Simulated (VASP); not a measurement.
A run of VASP 6.6.1:

INCAR

```
SYSTEM = BeS
  ALGO = Normal
  EDIFF = 1E-7
  ENCUT = 520
  GGA = PS
  ISIF = 2
  ISMEAR = 0
  LASPH = .True.
  LCHARG = .False.
  LREAL = .False.
  LWAVE = .False.
  NBANDS = 11
  NELM = 60
  PREC = Accurate
  SIGMA = 0.01
```

KPOINTS

```
k-points
0
Gamma
  8 8 8
  0 0 0
```

The input POSCAR:

```
BeS
1.0
    2.4431541893      2.4431541893      0.0000000000
   -2.4431541893      2.4431541893      0.0000000000
    0.0000000000      2.4431541893      2.3991281815
Be S
1 1
Direct
    0.0000000000      0.0000000000      0.0000000000
    0.7500000000      0.2500000000      0.5000000000
```

Potentials or basis: VASP PAW PBE potentials, release 64 (Be, S).

Launch:

```bash
$ cat potpaw_PBE.64/Be/POTCAR potpaw_PBE.64/S/POTCAR > POTCAR
$ mpirun -np 1 vasp_std > vasp.out
```

Hardware: 1 thread of AMD EPYC 7R43 64-Core Processor (Zen 3), on a shared host.

Question: Estimate the wall time of this run.

Answer: Run time: 25 s on 1 thread of AMD EPYC 7R43 64-Core Processor (Zen 3), on a shared host, peak memory 0.12 GiB. Counts: scf iterations 13, k points 59.
